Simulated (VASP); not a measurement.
# SiC (P1) in VASP: notebook

The runs below take SiC through single point, with LDA.

Everything below comes from runs of VASP 6.6.1. Logs are shortened: lines on timing, memory, paths and dates and some standing lists are left out, and cuts for length are marked.

**1. The cell of the first run**

The typed cell holds 16 atoms: a = 3.078 Å, b = 3.078 Å, c = 20.139 Å, α = 90.00°, β = 90.00°, γ = 60.00°.

**2. Single point, LDA**

Contents of INCAR:

```
SYSTEM = SiC
PREC     = Accurate       ! precision mode
ENCUT    = 520            ! plane-wave cutoff, eV
EDIFF    = 1E-6           ! SCF threshold, eV
ISMEAR   = -1             ! smearing method
SIGMA    = 0.05           ! smearing width, eV
LREAL    = Auto         
LASPH    = .TRUE.         ! aspherical terms in the spheres
NELM     = 80             ! most SCF steps
ALGO     = Normal         ! electronic algorithm
ISIF     = 2              ! what is computed and relaxed
LWAVE    = .FALSE.        ! write WAVECAR
LCHARG   = .TRUE.         ! write CHGCAR
GGA      = CA             ! functional
LELF     = .TRUE.         ! ELF
LVHAR    = .TRUE.       
NBANDS   = 46             ! bands
```

Contents of KPOINTS:

```
regular mesh
0
G
  5 5 1
  0 0 0
```

Contents of POSCAR:

```
SiC
1.0
    1.5389360000      2.6655130000      0.0000000000
   -1.5389360000      2.6655130000      0.0000000000
    0.0000000000      0.0000000000     20.1386240000
Si C
8 8
Direct
    0.3425553948      0.3343822154      0.2500833721
    0.6763204371      0.6466492877      0.7477189107
    0.3474530253      0.3116471179      0.6278382277
    0.6529766857      0.6563952814      0.1263871355
   -0.0178914681      0.0202576167      0.0010187886
   -0.0057898843      0.0194671764      0.4981930742
    0.3389773400      0.3468782533      0.8740891632
    0.6627299638      0.6882021082      0.3742564537
    0.3499936598      0.3338506883      0.9643641989
    0.6602045137      0.6722290554      0.4717075506
    0.0146851876     -0.0436544704      0.0923878414
   -0.0015979588     -0.0340327059      0.5935769494
    0.3481849390      0.3455681960      0.3405970040
    0.6781825252      0.6819987983      0.8481439943
    0.3139548627      0.3502910067      0.7195056127
    0.6654306373      0.6455402715      0.2232265223
```

Potentials or basis: VASP PAW LDA potentials, release 64 (Si, C).

Launch:

```sh
$ cat potpaw_LDA.64/Si/POTCAR potpaw_LDA.64/C/POTCAR > POTCAR
$ mpirun -np 1 vasp_std > vasp.out
```

OUTCAR:

```text
SYSTEM = SiC
   PREC = Accurate
   ENCUT = 520
   EDIFF = 1E-6
   ISMEAR = -1
   LREAL = Auto
   LASPH = .TRUE.
   NELM = 80
   ISIF = 2
   GGA = CA

 ion  position               nearest neighbor table
   1  0.343  0.334  0.250-  16 1.77  13 1.82  16 1.89  16 1.92   4 3.01   8 3.04   4 3.08   8 3.08
                             8 3.09   4 3.10
   2  0.676  0.647  0.748-  15 1.79  15 1.85  15 1.96  14 2.03   3 2.99   3 3.00   3 3.00   7 3.06
                             7 3.10
   3  0.347  0.312  0.628-  15 1.85  12 1.87  12 1.88  12 1.98   2 2.99   2 3.00   2 3.00   6 3.13
                             6 3.13
   4  0.653  0.656  0.126-  11 1.83  11 1.89  16 1.95  11 1.99   1 3.01   5 3.04   1 3.08   5 3.10
                             1 3.10   5 3.13
   5  0.982  0.020  0.001-   9 1.84  11 1.85   9 1.96   9 1.97   4 3.04   7 3.08   4 3.10   7 3.12
                             4 3.13   7 3.14
   6  0.994  0.019  0.498-  10 1.82  10 1.85  10 1.89  12 1.93   8 3.06   8 3.07   8 3.07   3 3.13
                             3 3.13
   7  0.339  0.347  0.874-   9 1.82  14 1.84  14 1.85  14 1.87   2 3.06   5 3.08   2 3.10   5 3.12
                             5 3.14
   8  0.663  0.688  0.374-  13 1.88  13 1.88  13 1.95  10 1.96   1 3.04   6 3.06   6 3.07   6 3.07
                             1 3.08   1 3.09
   9  0.350  0.334  0.964-   7 1.82   5 1.84   5 1.96   5 1.97
  10  0.660  0.672  0.472-   6 1.82   6 1.85   6 1.89   8 1.96
  11  0.015  0.956  0.092-   4 1.83   5 1.85   4 1.89   4 1.99
  12  0.998  0.966  0.594-   3 1.87   3 1.88   6 1.93   3 1.98
  13  0.348  0.346  0.341-   1 1.82   8 1.88   8 1.88   8 1.95
  14  0.678  0.682  0.848-   7 1.84   7 1.85   7 1.87   2 2.03
  15  0.314  0.350  0.720-   2 1.79   2 1.85   3 1.85   2 1.96
  16  0.665  0.646  0.223-   1 1.77   1 1.89   1 1.92   4 1.95

  LATTYP: Found a hexagonal cell.
 ALAT       =     3.0778699721
 C/A-ratio  =     6.5430392390

  Lattice vectors:

 A1 = (   1.5389360000,  -2.6655130000,   0.0000000000)
 A2 = (   1.5389360000,   2.6655130000,   0.0000000000)
 A3 = (   0.0000000000,   0.0000000000,  20.1386240000)

Analysis of symmetry for initial positions (statically):
=====================================================================
 Subroutine PRICEL returns:
 Original cell was already a primitive cell.

 Routine SETGRP: Setting up the symmetry group for a
 hexagonal supercell.

 Subroutine GETGRP returns: Found  1 space group operations
 (whereof  1 operations were pure point group operations)
 out of a pool of 24 trial point group operations.

The static configuration has the point symmetry C_1 .

Analysis of symmetry for dynamics (positions and initial velocities):
=====================================================================
 Subroutine PRICEL returns:
 Original cell was already a primitive cell.

 Routine SETGRP: Setting up the symmetry group for a
 hexagonal supercell.

 Subroutine GETGRP returns: Found  1 space group operations
 (whereof  1 operations were pure point group operations)
 out of a pool of 24 trial point group operations.

The dynamic configuration has the point symmetry C_1 .

 Subroutine INISYM returns: Found  1 space group operations
 (whereof  1 operations are pure point group operations),
 and found     1 'primitive' translations

----------------------------------------------------------------------------------------

                                     Primitive cell

  volume of cell :     165.2194

  direct lattice vectors                    reciprocal lattice vectors
     1.538936000  2.665513000  0.000000000     0.324899801  0.187581152  0.000000000
    -1.538936000  2.665513000  0.000000000    -0.324899801  0.187581152  0.000000000
     0.000000000  0.000000000 20.138624000     0.000000000  0.000000000  0.049655826

  length of vectors
     3.077869972  3.077869972 20.138624000     0.375162057  0.375162057  0.049655826

  position of ions in fractional coordinates (direct lattice)
     0.342555395  0.334382215  0.250083372
     0.676320437  0.646649288  0.747718911
     0.347453025  0.311647118  0.627838228
     0.652976686  0.656395281  0.126387136
     0.982108532  0.020257617  0.001018789
     0.994210116  0.019467176  0.498193074
[... 8 lines left out ...]
     0.313954863  0.350291007  0.719505613
     0.665430637  0.645540272  0.223226522

  ion indices of the primitive-cell ions
   primitive index   ion index
                 1           1
                 2           2
                 3           3
                 4           4
                 5           5
                 6           6
[... 8 lines left out ...]
                15          15
                16          16

----------------------------------------------------------------------------------------

 KPOINTS: regular mesh

Automatic generation of k-mesh.
 Grid dimensions read from file:
 generate k-points for:    5    5    1

 Generating k-lattice:

  Cartesian coordinates                     Fractional coordinates (reciprocal lattice)
     0.064979960  0.037516230  0.000000000     0.200000000  0.000000000  0.000000000
    -0.064979960  0.037516230  0.000000000     0.000000000  0.200000000  0.000000000
     0.000000000  0.000000000  0.049655826     0.000000000  0.000000000  1.000000000

  Length of vectors
     0.075032411  0.075032411  0.049655826

  Shift w.r.t. Gamma in fractional coordinates (k-lattice)
     0.000000000  0.000000000  0.000000000

 Subroutine IBZKPT returns following result:
 ===========================================

 Found     13 irreducible k-points:

 Following reciprocal coordinates:
            Coordinates               Weight
  0.000000  0.000000  0.000000      1.000000
  0.200000 -0.000000  0.000000      2.000000
  0.200000  0.200000  0.000000      2.000000
 -0.000000  0.200000  0.000000      2.000000
  0.400000  0.000000  0.000000      2.000000
  0.400000  0.400000  0.000000      2.000000
  0.000000  0.400000  0.000000      2.000000
  0.400000  0.200000  0.000000      2.000000
  0.200000  0.400000  0.000000      2.000000
 -0.200000  0.200000  0.000000      2.000000
 -0.400000  0.200000  0.000000      2.000000
  0.400000 -0.400000  0.000000      2.000000
 -0.200000  0.400000  0.000000      2.000000
   k-points           NKPTS =     13   k-points in BZ     NKDIM =     13   number of bands    NBANDS=     46
   number of dos      NEDOS =    301   number of ions     NIONS =     16
   total plane-waves  NPLWV =  86400
   dimension x,y,z NGX =    24 NGY =   24 NGZ =  150
   dimension x,y,z NGXF=    48 NGYF=   48 NGZF=  300
   ions per type =               8   8
   NGX,Y,Z   is equivalent  to a cutoff of  12.96, 12.96, 12.38 a.u.
   NGXF,Y,Z  is equivalent  to a cutoff of  25.93, 25.93, 24.77 a.u.
 SYSTEM =  SiC
   PREC   = accura    normal or accurate (medium, high low for compatibility)
   ISTART =      0    job   : 0-new  1-cont  2-samecut
   ICHARG =      2    charge: 1-file 2-atom 10-const
   ISPIN  =      1    spin polarized calculation?
   LNONCOLLINEAR =      F non collinear calculations
   LSORBIT =      F    spin-orbit coupling
   LASPH  =      T    aspherical Exc in radial PAW
   ENCUT  =  520.0 eV  38.22 Ry    6.18 a.u.   5.72  5.72 37.44*2*pi/ulx,y,z
   NELM   =     80;   NELMIN=  2; NELMDL= -5     # of ELM steps
   EDIFF  = 0.1E-05   stopping-criterion for ELM
   LREAL  =      T    real-space projection
   EDIFFG = 0.1E-04   stopping-criterion for IOM
   NSW    =      0    number of steps for IOM
   IBRION =     -1    ionic relax: 0-MD 1-quasi-New 2-CG
   NFREE  =      0    steps in history (QN), initial steepest desc. (CG)
   ISIF   =      2    stress and relaxation
   ISYM   =      2    0-nonsym 1-usesym 2-fastsym
   POTIM  = 0.5000    time-step for ionic-motion
   TEBEG  =    0.0;   TEEND  =   0.0 temperature during run
   PSTRESS=    0.0 pullay stress
   NELECT =      64.0000    total number of electrons
   NUPDOWN=      -1.0000    fix difference up-down
   EMIN   =  10.00;   EMAX   =-10.00  energy-range for DOS
   EFERMI =   0.00;   METHOD = LEGACY
   ISMEAR =    -1;   SIGMA  =   0.05  broadening in eV -4-tet -1-fermi 0-gaus
   EFERMI_NEDOS =   21; number of points for ismear=-14 and -15
   IALGO  =     38    algorithm
   IMIX   =      4    mixing-type and parameters
     AMIX     =   0.40;   BMIX     =  1.00
     AMIX_MAG =   1.60;   BMIX_MAG =  1.00
  volume/ion in A,a.u.               =      10.33        69.68
  Fermi-wavevector in a.u.,A,eV,Ry     =   1.193386  2.255173 19.377026  1.424171
  Thomas-Fermi vector in A             =   2.329402
   LORBIT       =      0    0 simple, 1 ext, 2 COOP (PROOUT), +10 PAW based schemes
   GGA     = CA    functional components
   LHFCALC =     F    Hartree Fock is set to
   AEXX    =    0.0000 exact exchange contribution
   IVDW    =     0    specifies the selected vdW correction
   LEPSILON=     F    determine dielectric tensor
   LRPA    =     F    only Hartree local field effects (RPA)
 non-spin polarized calculation
  energy-cutoff  :      520.00
  volume of cell :      165.22
 maximum number of plane-waves:      4456
   NGX = 11   NGY = 11   NGZ = 75

 number of electron      64.0000000 magnetization

 Free energy of the ion-electron system (eV)
  ---------------------------------------------------
  ext. energy  EPLUGINS =         0.00000000
  ---------------------------------------------------
  free energy    TOTEN  =      -131.79655696 eV

  energy without entropy =     -131.79655410  energy(sigma->0) =     -131.79655553

 E-fermi :   9.4453     XC(G=0): -11.5624

 val. band max:        8.9226960000   @ k =   0.0000   0.0000   0.0000
 cond. band min:      10.0267336298   @ k =   0.0000   0.4000   0.0000
 fundamental gap:      1.1040376298
 Fermi energy:         9.4452942914

 k-point     1 :       0.0000    0.0000    0.0000
  band No.  band energies     occupation
      1      -7.4366      2.00000
      2      -7.1215      2.00000
      3      -6.8273      2.00000
      4      -6.1822      2.00000
      5      -5.9183      2.00000
      6      -4.7928      2.00000
[... 36 lines left out ...]
     43      14.8578      0.00000
     44      15.0420      0.00000

 k-point     2 :       0.2000   -0.0000    0.0000
  band No.  band energies     occupation
      1      -6.7497      2.00000
      2      -6.4348      2.00000
      3      -6.1410      2.00000
      4      -5.5157      2.00000
      5      -5.2454      2.00000
      6      -4.1677      2.00000
[... 36 lines left out ...]
     43      15.1425      0.00000
     44      15.4845      0.00000

 k-point     3 :       0.2000    0.2000    0.0000
  band No.  band energies     occupation
      1      -6.7449      2.00000
      2      -6.4376      2.00000
      3      -6.1434      2.00000
      4      -5.5174      2.00000
      5      -5.2477      2.00000
      6      -4.1666      2.00000
[... 459 lines left out ...]
     43      15.1292      0.00000
     44      15.3196      0.00000

 k-point    13 :      -0.2000    0.4000    0.0000
  band No.  band energies     occupation
      1      -3.6709      2.00000
      2      -3.4745      2.00000
      3      -3.1444      2.00000
      4      -2.9750      2.00000
      5      -2.6005      2.00000
      6      -2.4053      2.00000
[... 36 lines left out ...]
     43      15.0543      0.00000
     44      15.3033      0.00000
 [bands above 44 left out]

------------------------ aborting loop because EDIFF is reached ----------------------------------------

  FORCE on cell =-STRESS in cart. coord.  units (eV):
  Direction    XX          YY          ZZ          XY          YZ          ZX
  --------------------------------------------------------------------------------------
  -------------------------------------------------------------------------------------
  Total       -1.8074897     -1.5884739     -2.8590495      1.5627123     -0.5623167      0.7243626
  in kB      -17.5277136    -15.4038578    -27.7249714     15.1540409     -5.4529361      7.0243383
  external PRESSURE =     -20.2188476 kB  Pullay stress =       0.0000000 kB

 VOLUME and BASIS-vectors are now :
 -----------------------------------------------------------------------------
  energy-cutoff  :      520.00
  volume of cell :      165.22
      direct lattice vectors                 reciprocal lattice vectors
     1.538936000  2.665513000  0.000000000     0.324899801  0.187581152  0.000000000
    -1.538936000  2.665513000  0.000000000    -0.324899801  0.187581152  0.000000000
     0.000000000  0.000000000 20.138624000     0.000000000  0.000000000  0.049655826

 POSITION                                       TOTAL-FORCE (eV/Angst)
 -----------------------------------------------------------------------------------
      0.01258      1.80439      5.03633         0.210219     -1.884617      0.266519
      0.04566      3.52639     15.05803        -1.919142      0.384901      2.429940
      0.05510      1.75684     12.64380        -0.335291     -0.938289     -1.948048
     -0.00526      3.49015      2.54526         1.429634      0.088533     -0.236212
      1.48023      2.67182      0.02052         1.564656      0.461044     -2.214953
      1.50007      2.70197     10.03292         0.663737     -1.043719      1.914835
[... 8 lines left out ...]
     -0.05592      1.77056     14.48985         2.031724     -0.114401     -0.403334
      0.03061      3.49441      4.49547        -0.363776      1.971781     -2.256483
 -----------------------------------------------------------------------------------
    total drift:                               -0.000265     -0.010207     -0.002700

  FREE ENERGIE OF THE ION-ELECTRON SYSTEM (eV)
  ---------------------------------------------------
  free  energy   TOTEN  =      -131.7965569559 eV

  energy  without entropy=     -131.7965541024  energy(sigma->0) =     -131.79655553
```

Run time: 96 s. Hardware: 1 thread of Intel Xeon Platinum 8375C at 2.90GHz (Ice Lake), shared host; peak memory 0.25 GiB.

What came out:

| Item | Value |
| --- | --- |
| Free energy | -131.7966 eV |
| Pressure | -2.0 GPa |
| Largest force | 3.189 eV/Å |
| Band gap on the k mesh | 1.10 eV, indirect (least direct gap 2.43 eV) |

Forces on the atoms (eV/Å):
```
Si   0.210 -1.885  0.267
Si  -1.919  0.385  2.430
Si  -0.335 -0.938 -1.948
Si   1.430  0.089 -0.236
Si   1.565  0.461 -2.215
Si   0.664 -1.044  1.915
Si   0.213  0.335  0.307
Si   0.679  0.180  0.064
C   -1.300 -0.626  2.844
C   -0.505  0.857 -2.115
C   -1.678  0.161  1.406
C   -0.138  1.334  0.504
C   -0.574 -0.495  2.066
C    0.020 -0.671 -2.628
C    2.032 -0.114 -0.403
C   -0.364  1.972 -2.256
```

Stress tensor (GPa, compression positive):
```
-1.75  1.52  0.70
 1.52 -1.54 -0.55
 0.70 -0.55 -2.77
```

Levels at points of the mesh, in eV from the valence-band top:
```
           k point  band 28  band 29  band 30  band 31  band 32  band 33  band 34  band 35  band 36  band 37
(0.00, 0.00, 0.00)    -0.94    -0.69    -0.54    -0.45     0.00     4.07     4.25     4.71     4.93     5.28
```

Caveat: the k points lie up to 0.47 Å⁻¹ apart; forces of over 1 eV/Å act on the atoms, so gaps and moduli don't describe the material at rest.

**3. Single point, LDA**

Contents of INCAR:

```
PREC = Accurate ; ENCUT = 520
EDIFF = 1E-6 ; ISMEAR = -1
SIGMA = 0.05 ; LREAL = Auto
LASPH = T ; NELM = 100
ALGO = Normal ; ISIF = 2
LWAVE = F ; LCHARG = T
LELF = T ; LVHAR = T
NBANDS = 46
```

Contents of KPOINTS:

```
regular mesh
0
Gamma
  5 5 1
```

Contents of POSCAR:

```
SiC
1.0
    1.5393410000      2.6662150000      0.0000000000
   -1.5393410000      2.6662150000      0.0000000000
    0.0000000000      0.0000000000     20.1439200000
Si C
8 8
Direct
    0.3481813531      0.3353407934      0.2501363190
    0.6865389310      0.6261117742      0.7481264818
    0.3625756102      0.2871030541      0.6287045918
    0.6465205889      0.6452642071      0.1279272356
   -0.0214679738      0.0345014313     -0.0001340851
   -0.0059212653      0.0239363166      0.4976987597
    0.3490988027      0.3602971012      0.8740328099
    0.6682319990      0.7056928345      0.3741699232
    0.3435553753      0.3470926032      0.9644488262
    0.6627547637      0.6884547224      0.4712939190
    0.0078527772     -0.0709647168      0.0938786989
   -0.0004833384     -0.0619024782      0.5941242320
    0.3664908714      0.3472527689      0.3399512607
    0.6873148280      0.6835404856      0.8478501702
    0.3293858249      0.3451685527      0.7212814090
    0.6591019393      0.6460898776      0.2217897013
```

Potentials or basis: VASP PAW LDA potentials, release 64 (Si, C).

Launch:

```sh
$ cat potpaw_LDA.64/Si/POTCAR potpaw_LDA.64/C/POTCAR > POTCAR
$ mpirun -np 1 vasp_std > vasp.out
```

It took 94 s on 1 thread of Intel Xeon Platinum 8375C at 2.90GHz (Ice Lake), shared host; peak memory 0.24 GiB.

The run converged. Its results:

| Property | Result |
| --- | --- |
| Free energy | -131.3972 eV |
| Pressure | -1.9 GPa |
| Largest force | 3.821 eV/Å |
| Band gap on the k mesh | 1.08 eV, indirect (least direct gap 2.38 eV) |

Forces in eV/Å, atoms in the order of the input:
```
Si  -0.038 -2.551 -0.162
Si  -1.993  1.706  2.777
Si  -0.752 -1.303 -1.664
Si   1.486 -0.401 -0.985
Si   1.716  0.067 -0.832
Si   0.465 -0.484  2.213
Si   0.475 -0.465  0.284
Si   1.296 -0.174 -0.138
C   -1.189 -0.432  2.437
C   -0.176  0.106 -2.024
C   -1.964  1.090  0.441
C    0.061  2.075  0.215
C   -1.196 -0.337  2.389
C   -0.201 -0.161 -2.448
C    2.077 -1.390 -1.216
C   -0.067  2.653 -1.286
```

Stress tensor (GPa, compression positive):
```
-2.92  1.99  0.78
 1.99  0.16 -0.91
 0.78 -0.91 -3.00
```

Levels at points of the mesh, in eV from the valence-band top:
```tsv
k point	band 30	band 31	band 32	band 33	band 34	band 35
(0.00, 0.00, 0.00)	-0.49	-0.35	0.00	4.06	4.12	4.61
```

Caveat: the k points lie up to 0.47 Å⁻¹ apart; forces of over 1 eV/Å act on the atoms, so gaps and moduli don't describe the material at rest.
